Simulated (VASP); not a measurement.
A run of VASP 6.6.1 is set up as follows.

File INCAR:

```
SYSTEM = Li
  ALGO = Normal
  EDIFF = 1E-7
  EDIFFG = -0.005
  ENCUT = 600
  GGA = PS
  IBRION = 2
  ISIF = 3
  ISMEAR = -1
  LASPH = .True.
  LCHARG = .False.
  LREAL = .False.
  LWAVE = .False.
  NELM = 80
  NSW = 60
  PREC = Accurate
  PSTRESS = 280.0
  SIGMA = 0.08
```

KPOINTS

```
k-points
0
Gamma
  20 20 20
  0 0 0
```

The input POSCAR:

```
Li
1.0
   -1.3727836913      1.3727836913      1.3727836913
    1.3727836913     -1.3727836913      1.3727836913
    1.3727836913      1.3727836913     -1.3727836913
Li
1
Direct
    0.0000000000      0.0000000000      0.0000000000
```

Potentials or basis: VASP PAW PBE potentials, release 64 (Li_sv).

Command:

```sh
$ cat potpaw_PBE.64/Li_sv/POTCAR > POTCAR
$ mpirun -np 1 vasp_std > vasp.out
```

Q: Estimate the relaxed volume.

A: 10.34 Å³/atom.

Q: What does it give for the relaxed cell?

A: a = 2.377 Å, b = 2.377 Å, c = 2.377 Å, α = 109.47°, β = 109.47°, γ = 109.47°.

Q: Predict the space group after relaxing (to 0.05 Å).

A: Im-3m (No. 229).

Final structure:
```yaml
crystal:
  lattice:
    - [-1.37236, 1.37236, 1.37236]
    - [1.37236, -1.37236, 1.37236]
    - [1.37236, 1.37236, -1.37236]
  atoms:
    - { symbol: Li, position: [0.00000, 0.00000, 0.00000] }
```

Caveat: the cutoff is under 1.25 times the usual one of these potentials, so pressure, stress and relaxed cells hold a basis-set (Pulay) error; the cell is relaxed towards a set pressure, so the enthalpy falls and the energy may rise; the PAW data sets were made with another functional, which shifts forces and pressure a little.
